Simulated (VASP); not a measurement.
The system is LiF.

```xyz
2
Lattice="0.0000 1.9949 1.9949 1.9949 0.0000 1.9949 1.9949 1.9949 0.0000" Properties=species:S:1:pos:R:3 pbc="T T T"
Li    0.0000    0.0000    0.0000
F     1.9949    1.9949    1.9949
```

Base run:

```yaml
Program: VASP 6.6.1
Functional: PBE
Potentials_or_basis: VASP PAW PBE potentials, release 64 (Li_sv, F)
Cutoff: 520 eV
k_mesh: 8 × 8 × 8
Occupations: gaussian, width 0.01 eV
Spin: no spin polarisation
```

Its results: band gap on the k mesh 9.35 eV.

The run is repeated on the same cell with these changes: functional from PBE to r2SCAN. What comes out?

Band gap on the k mesh 10.55 eV.

A k mesh can miss the band edges.
